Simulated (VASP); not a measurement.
Here is a VASP 6.6.1 calculation.

File INCAR:

```
SYSTEM = Ti
ALGO = Normal
EDIFF = 1E-6
ENCUT = 520
GGA = CA
ISIF = 2
ISMEAR = -1
LASPH = .True.
LCHARG = .False.
LREAL = .False.
LWAVE = .False.
NBANDS = 25
NELM = 80
PREC = Accurate
SIGMA = 0.05
```

The input KPOINTS:

```
k-points
0
Gamma
  9 9 12
  0 0 0
```

POSCAR

```
Ti
1.0
    4.2828436623      0.0000000000      0.0000000000
   -2.1414218312      3.7090514120      0.0000000000
    0.0000000000      0.0000000000      2.6806078464
Ti
3
Direct
    0.0000000000      0.0000000000      0.0000000000
    0.3333333333      0.6666666667      0.5000000000
    0.6666666667      0.3333333333      0.5000000000
```

Potentials or basis: VASP PAW LDA potentials, release 64 (Ti_sv).

Command:

```console
$ cat potpaw_LDA.64/Ti_sv/POTCAR > POTCAR
$ mpirun -np 1 vasp_std > vasp.out
```

(1) Estimate the pressure.

(2) Predict the band gap on the k mesh.

Results:

(1) 16.7 GPa.

(2) zero (band 18 reaches 10.63 eV, above the bottom of band 19 at 10.09 eV).
